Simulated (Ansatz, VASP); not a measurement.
## One calculation of CdTe, two programs

Contents of INCAR:

```
SYSTEM = CdTe
  ALGO = Normal
  EDIFF = 1E-8
  ENCUT = 520
  GGA = PS
  ISIF = 2
  ISMEAR = -1
  LASPH = .TRUE.
  LCHARG = .FALSE.
  LEFG = .TRUE.
  LREAL = .FALSE.
  LWAVE = .FALSE.
  NBANDS = 26
  NELM = 80
  PREC = Accurate
  SIGMA = 0.05
```

The input KPOINTS:

```
k-points
0
G
  9 9 6
  0 0 0
```

Contents of POSCAR:

```
CdTe
1.0
    3.0652910000     -3.0946090000      0.0000000000
    3.0652910000      3.0946090000      0.0000000000
    0.0000000000      0.0000000000      6.0906520000
Cd Te
2 2
Direct
    0.2770300000      0.7229700000      0.7500000000
    0.7229700000      0.2770300000      0.2500000000
    0.7661370000      0.2338630000      0.7500000000
    0.2338630000      0.7661370000      0.2500000000
```

Input for Ansatz:

```yaml
crystal:
  lattice:
    - [3.065291, -3.094609, 0.0]
    - [3.065291, 3.094609, 0.0]
    - [0.0, 0.0, 6.090652]
  atoms:
    - { symbol: Cd, position: [0.27703, 0.72297, 0.75] }
    - { symbol: Cd, position: [0.72297, 0.27703, 0.25] }
    - { symbol: Te, position: [0.766137, 0.233863, 0.75] }
    - { symbol: Te, position: [0.233863, 0.766137, 0.25] }
kpoints:
  mp_grid: { grid: [9, 9, 6] }
  band_path:
    path:
      - [0.0, 0.0, 0.0]
      - [-0.5, 0.5, 0.0]
      - [-0.4952854913, 0.5047145087, 0.0]
      - [0.4952854913, 0.4952854913, 0.0]
      - [0.0, 0.0, 0.0]
      - [0.0, 0.0, 0.5]
      - [0.4952854913, 0.4952854913, 0.5]
      - [-0.4952854913, 0.5047145087, 0.5]
      - [-0.5, 0.5, 0.5]
    npoints: 14
scf:
  occupations: { method: fermi_dirac, width: 0.05 }
hamiltonian:
  xc: pbesol
  pseudopotentials: { kind: paw }
output:
  forces: true
  stress: true
  eigenvalues: true
  efg: { contact_densities: true }
  populations: true
  bader: true
  dos: { projected: true, de: 0.2, e_range: [-14, 8] }
  write_density: true
  write_potential: true
  elf: true
  volumetric_format: npy
```

Alike in both runs: task electric field gradients; functional PBEsol; k mesh 9 × 9 × 6; occupations fermi-dirac, width 0.05 eV; no spin polarisation.

|  | VASP | Ansatz |
| --- | --- | --- |
| version | VASP 6.6.1 | Ansatz 0.2.0 |
| potentials or method | VASP PAW PBE potentials, release 64 (Cd, Te) | PAW with Ansatz's default frozen-core files, scalar-relativistic |
| plane-wave cutoff (eV) | 520 | 420 |
| valence electrons in the cell | 36 | 72 |

VASP gave:

| Quantity | Value |
| --- | --- |
| pressure (GPa) | -3.0 |
| traceless stress, the component that is largest in VASP (GPa) | 0.24 |
| rms of the force components (eV/Å) | 0.026 |
| size of Vzz on the site where it differs most (V/Å²) | 8.2 |

Q: Which values does Ansatz return?

A: Pressure (GPa): -3.2; traceless stress, the component that is largest in VASP (GPa): 0.24; rms of the force components (eV/Å): 0.028; size of Vzz on the site where it differs most (V/Å²): 9.1.

VASP's potentials were made for PBE, not for PBEsol. Atom by atom the forces differ by 0.003 eV/Å (rms over components). VASP's potentials hold 36 valence electrons a cell and Ansatz's 72, so a difference there can come from the potentials and not from the codes.

Spin-orbit coupling is off throughout.
